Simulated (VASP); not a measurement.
La, 2 atoms in the cell. It takes space group I4_1/amd (No. 141, tetragonal). Conventional cell: a = 4.766 Å, b = 4.766 Å, c = 2.824 Å, α = 90.00°, β = 90.00°, γ = 90.00°. Within 3.3 Å of La (site symmetry -4m2) lie 10 La at 2.49 to 3.19 Å. 

```yaml
Program: VASP 6.6.1
Task: relaxation of shape and atoms at fixed volume
Functional: PBE
Potentials_or_basis: VASP PAW PBE potentials, release 64 (La)
Cutoff: 600 eV
k_mesh: 13 × 13 × 13
Occupations: fermi-dirac, width 0.08 eV
Spin: no spin polarisation
Dipole_correction: no
Further_INCAR_settings: ALGO = Normal; EDIFF = 1e-07; IBRION = 2; EDIFFG = -0.005; NSW = 50; ISIF = 4
```

Potentials or basis: VASP PAW PBE potentials, release 64 (La).

Run with:

```console
$ cat potpaw_PBE.64/La/POTCAR > POTCAR
$ mpirun -np 1 vasp_std > vasp.out
```

Hardware: 1 thread of Intel(R) Xeon(R) Platinum 8488C (Sapphire Rapids) (shared host).

**Question.** Estimate the wall time of this run.

**Answer.** Wall time 16 min on 1 thread of Intel(R) Xeon(R) Platinum 8488C (Sapphire Rapids), with other jobs on the host, peak memory 0.29 GiB. Counts: scf iterations 96, k points 196, ion steps 19.
